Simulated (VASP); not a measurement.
A run of VASP 6.6.1 is set up as follows.

Contents of INCAR:

```
SYSTEM = Ti2SiSe2
PREC = Accurate
ENCUT = 520
EDIFF = 1E-7
ISMEAR = 0
SIGMA = 0.1
LREAL = .FALSE.
LASPH = .TRUE.
NELM = 60
ALGO = Normal
ISIF = 2
LWAVE = .FALSE.
LCHARG = .FALSE.
GGA = PE
NBANDS = 28
```

The input KPOINTS:

```
regular mesh
0
G
  12 12 12
  0 0 0
```

Contents of POSCAR:

```
Ti2SiSe2
1.0
   -2.3843828436      2.3843828436      4.1803917585
    2.3843828436     -2.3843828436      4.1803917585
    2.3843828436      2.3843828436     -4.1803917585
Ti Si Se
2 1 2
Direct
    0.7500000000      0.2500000000      0.5000000000
    0.2500000000      0.7500000000      0.5000000000
    0.0000000000      0.0000000000      0.0000000000
    0.6578185632      0.6578185632      0.0000000000
    0.3421814368      0.3421814368      0.0000000000
```

Potentials or basis: VASP PAW PBE potentials, release 64 (Ti_sv, Si, Se).

The run is started by

```bash
$ cat potpaw_PBE.64/Ti_sv/POTCAR potpaw_PBE.64/Si/POTCAR potpaw_PBE.64/Se/POTCAR > POTCAR
$ mpirun -np 1 vasp_std > vasp.out
```

(1) Estimate the largest force.

(2) What does it give for the band gap on the k mesh?

(3) Estimate the pressure.

Results:

(1) 0.021 eV/Å.

(2) zero (bands 20 and 21 overlap by 0.99 eV).

(3) 0.1 GPa.
